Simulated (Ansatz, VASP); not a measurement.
One calculation of SiNi3, two programs

```
Si Ni
1.0
     3.54200    0.00000    0.00000
     0.00000    3.54200    0.00000
     0.00000    0.00000    3.54200
Si Ni
1 3
Direct
  0.00000 0.00000 0.00000
  0.00000 0.50000 0.50000
  0.50000 0.00000 0.50000
  0.50000 0.50000 0.00000
```

Alike in both runs: task relaxation of cell and atoms; functional RPBE; k mesh 6 × 6 × 6; occupations gaussian, width 0.2 eV; collinear spin.

|  | VASP | Ansatz |
| --- | --- | --- |
| version | VASP 6.6.1 | Ansatz 0.2.0 |
| potentials or method | VASP PAW PBE potentials, release 64 (Si, Ni) | plane waves, PAW |
| plane-wave cutoff (eV) | 600 | 420 |
| valence electrons in the cell | 34 | 58 |

```tsv
	VASP	Ansatz	Ansatz less VASP
net moment per atom (μB)	0.00	0.00	0.000
relaxed volume (Å³/atom)	11.03	11.03	+0.002
relaxed length of the cell vector where the two differ most in proportion (Å)	3.534	3.534	+0.0002
```

VASP's potentials were made for PBE, not for RPBE. VASP's potentials hold 34 valence electrons a cell and Ansatz's 58, so a difference there can come from the potentials and not from the codes. Ansatz's warnings: seeded moment not kept.
